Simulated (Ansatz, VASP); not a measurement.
## BaTe in VASP and in Ansatz

File POSCAR:

```
BaTe
1.0
   -0.0782831733      3.8358754929      3.8358754929
    3.8358754929     -0.0782831733      3.8358754929
    3.8358754929      3.8358754929     -0.0782831733
Ba Te
1 1
Direct
   -0.0024443304     -0.0024443304     -0.0024443304
    0.2524443304      0.2524443304      0.2524443304
```

File INCAR.step1:

```
ALGO = Normal
EDIFF = 1E-5
ENCUT = 400
GGA = PE
GGA_COMPAT = F
ISIF = 2
ISMEAR = 0
LASPH = T
LCHARG = F
LREAL = F
LWAVE = T
NBANDS = 15
NELM = 120
PREC = Accurate
SIGMA = 0.01
```

The input INCAR.step2:

```
ALGO = Normal
EDIFF = 1E-6
ENCUT = 400
GGA = PE
GGA_COMPAT = F
HFSCREEN = 0.2079
ISIF = 2
ISMEAR = 0
ISTART = 1
LASPH = T
LCHARG = F
LHFCALC = T
LREAL = F
LWAVE = F
NBANDS = 15
NELM = 120
PREC = Accurate
PRECFOCK = Normal
SIGMA = 0.01
```

KPOINTS

```
k-points
0
Gamma
  4 4 4
```

Input for Ansatz:

```yaml
crystal:
  lattice:
    - [-0.0782831733, 3.8358754929, 3.8358754929]
    - [3.8358754929, -0.0782831733, 3.8358754929]
    - [3.8358754929, 3.8358754929, -0.0782831733]
  atoms:
    - { symbol: Ba, position: [-0.0024443304, -0.0024443304, -0.0024443304] }
    - { symbol: Te, position: [0.2524443304, 0.2524443304, 0.2524443304] }
kpoints:
  mp_grid: { grid: [4, 4, 4] }
  band_path:
    path:
      - [0.0, 0.0, 0.0]
      - [-0.5, -0.5, 0.0]
      - [-0.375, -0.375, 0.25]
      - [-0.375, 0.0, 0.375]
      - [0.0, 0.0, 0.5]
      - [-0.5, -0.25, 0.25]
      - [0.0, 0.5, 0.5]
    npoints: 1
hamiltonian:
  xc: hse06
scf:
  occupations: { method: fixed }
  n_extra_bands: 4
output:
  forces: true
  stress: true
  eigenvalues: true
  write_density: true
  write_potential: true
  elf: true
  volumetric_format: npy
```

Change from the starting cell: shear_111 strain -3.0%.

Alike in both runs: task single point; functional HSE06; k mesh 4 × 4 × 4; no spin polarisation.

```csv
,VASP,Ansatz
version,VASP 6.6.1,Ansatz 0.2.0
potentials or method,"VASP PAW PBE potentials, release 64 (Ba_sv, Te)","plane waves, PAW"
plane-wave cutoff (eV),400,420
occupations,"gaussian, width 0.01 eV",fixed
valence electrons in the cell,16,26
```

|  | VASP | Ansatz | Ansatz less VASP |
| --- | --- | --- | --- |
| gap on the k mesh at the Fermi level (eV) | 3.32 | 3.34 | +0.021 |
| pressure (GPa) | 0.6 | 0.5 | -0.15 |
| traceless stress, the component that is largest in VASP (GPa) | 0.05 | 0.06 | +0.002 |
| rms of the force components (eV/Å) | 0.002 | 0.003 | +0.0010 |

Atom by atom the forces differ by 0.001 eV/Å (rms over components). VASP's potentials hold 16 valence electrons a cell and Ansatz's 26, so a difference there can come from the potentials and not from the codes. Ansatz's warnings: stress exchange threshold loose, stress scf threshold loose.

Spin-orbit coupling is off throughout.
